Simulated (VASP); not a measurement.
Set up this calculation in VASP 6.6.1, as the native input.

| Property | Result |
| --- | --- |
| Task | relaxation of cell and atoms |
| Functional | PBE |
| Potentials or basis | VASP PAW PBE potentials, release 64 (Te, Ge_d, Sb) |
| Cutoff | 600 eV |
| k mesh | 10 × 10 × 2 |
| Occupations | gaussian, width 0.03 eV |
| Spin | no spin polarisation |
| Dipole correction | no |
| Further INCAR settings | ALGO = Normal; EDIFF = 1e-06; IBRION = 2; EDIFFG = -0.005; NSW = 100; ISIF = 3 |

The structure of Ge2Sb2Te5 lies in POSCAR:

```
Ge2Sb2Te5
1.0
    4.2200000000      0.0000000000      0.0000000000
   -2.1100000000      3.6546272040      0.0000000000
    0.0000000000      0.0000000000     17.2000000000
Te Ge Sb
5 2 2
Direct
    0.0000000000      0.0000000000      0.0000000000
    0.6666666667      0.3333333333      0.2100290698
    0.3333333333      0.6666666667      0.4200581395
    0.6666666667      0.3333333333      0.5799418605
    0.3333333333      0.6666666667      0.7899709302
    0.3333333333      0.6666666667      0.1050145349
    0.6666666667      0.3333333333      0.8949854651
    0.0000000000      0.0000000000      0.3150436047
    0.0000000000      0.0000000000      0.6849563953
```

One way to write it, as run:

INCAR

```
SYSTEM = Ge2Sb2Te5
PREC = Accurate
ENCUT = 600
EDIFF = 1E-6
ISMEAR = 0
SIGMA = 0.03
LREAL = .False.
LASPH = .True.
NELM = 100
ALGO = Normal
ISIF = 3
LWAVE = .False.
LCHARG = .False.
GGA = PE
IBRION = 2
NSW = 100
EDIFFG = -0.005
```

KPOINTS

```
Automatic mesh
0
Gamma
  10 10 2
  0 0 0
```

Potentials or basis: VASP PAW PBE potentials, release 64 (Te, Ge_d, Sb).

Run with:

```sh
$ cat potpaw_PBE.64/Te/POTCAR potpaw_PBE.64/Ge_d/POTCAR potpaw_PBE.64/Sb/POTCAR > POTCAR
$ mpirun -np 1 vasp_std > vasp.out
```

Results of the run:

The relaxed volume is 31.14 Å³/atom and the relaxed cell is a = 4.294 Å, b = 4.294 Å, c = 17.552 Å, α = 90.00°, β = 90.00°, γ = 120.00°. The space group after relaxing (to 0.1 Å) is P-3m1 (No. 164), the energy gained by relaxing is 36.5 meV/atom and the ionic steps are 45. The pressure after relaxing is 0.0 GPa and the largest force after relaxing is 0.004 eV/Å. The band gap on the k mesh is 0.53 eV.

Caveat: spin-orbit coupling is left out, which moves the levels of the heavy elements; this functional lacks dispersion, which binds the layers, so the pressure and a relaxed spacing across them are unreliable.

It took 2.1 h on 1 thread of Intel(R) Xeon(R) Platinum 8488C (Sapphire Rapids) (shared host), peak memory 0.71 GiB.
